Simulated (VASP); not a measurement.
Input of a VASP 6.6.1 run:

File INCAR:

```
  ALGO = Fast
  EDIFF = 1E-6
  ENCUT = 520
  GGA = PE
  ISIF = 2
  ISMEAR = 0
  LASPH = T
  LCHARG = T
  LELF = T
  LREAL = F
  LVHAR = T
  LWAVE = F
  NBANDS = 19
  NELM = 100
  PREC = Accurate
  SIGMA = 0.15
```

File KPOINTS:

```
k-points
0
Gamma
  18 18 10
```

File POSCAR:

```
Zr
1.0
    3.2319982225      0.0000000000      0.0000000000
   -1.6159991112      2.7989925657      0.0000000000
    0.0000000000      0.0000000000      5.1470000000
Zr
2
Direct
    0.4405147541      0.8810295083      0.2500000000
    0.6666666667      0.3333333333      0.7500000000
```

Potentials or basis: VASP PAW PBE potentials, release 64 (Zr_sv).

Launch:

```sh
$ cat potpaw_PBE.64/Zr_sv/POTCAR > POTCAR
$ mpirun -np 1 vasp_std > vasp.out
```

Q: Estimate the pressure.

A: -0.9 GPa.

Q: What does it give for the largest force?

A: 0.672 eV/Å.

Q: Estimate the band gap on the k mesh.

A: Zero (bands 12 and 13 overlap by 1.64 eV).

Forces in eV/Å, atoms in the order of the input:
```
Zr   0.000 -0.672  0.000
Zr   0.000  0.672  0.000
```

Caveat: the cell differs from its parent crystal (atom 1 (Zr) moved by (+0.000, +0.600) A along x and y); the stress differs along the axes, from -5 to 2 GPa.
